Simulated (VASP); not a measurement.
A run of VASP 6.6.1 is set up as follows.

File INCAR:

```
ALGO = Normal ; EDIFF = 1E-6
ENCUT = 520 ; GGA = PE
ISIF = 2 ; ISMEAR = -1
LASPH = True ; LCHARG = True
LELF = True ; LREAL = False
LVHAR = True ; LWAVE = False
NBANDS = 16 ; NELM = 60
PREC = Accurate ; SIGMA = 0.02
```

KPOINTS

```
k-points
0
Gamma
  12 8 12
```

Contents of POSCAR:

```
C
1.0
   -1.7858175697      1.7858175697      0.0000000000
    0.0000000000      0.0000000000      3.5716351394
    1.7858175697      1.7858175697      0.0000000000
C
4
Direct
    0.5000000000      0.3750000000      0.2500000000
    0.0000000000      0.8750000000      0.7500000000
    0.0000000000      0.1250000000      0.2500000000
    0.5000000000      0.6250000000      0.7500000000
```

Potentials or basis: VASP PAW PBE potentials, release 64 (C).

Run with:

```bash
$ cat potpaw_PBE.64/C/POTCAR > POTCAR
$ mpirun -np 1 vasp_std > vasp.out
```

Problem. What does it give for the band gap on the k mesh?

Solution. 4.12 eV.

Problem. Predict the pressure.

Solution. 0.6 GPa.

A k mesh can miss the band edges.
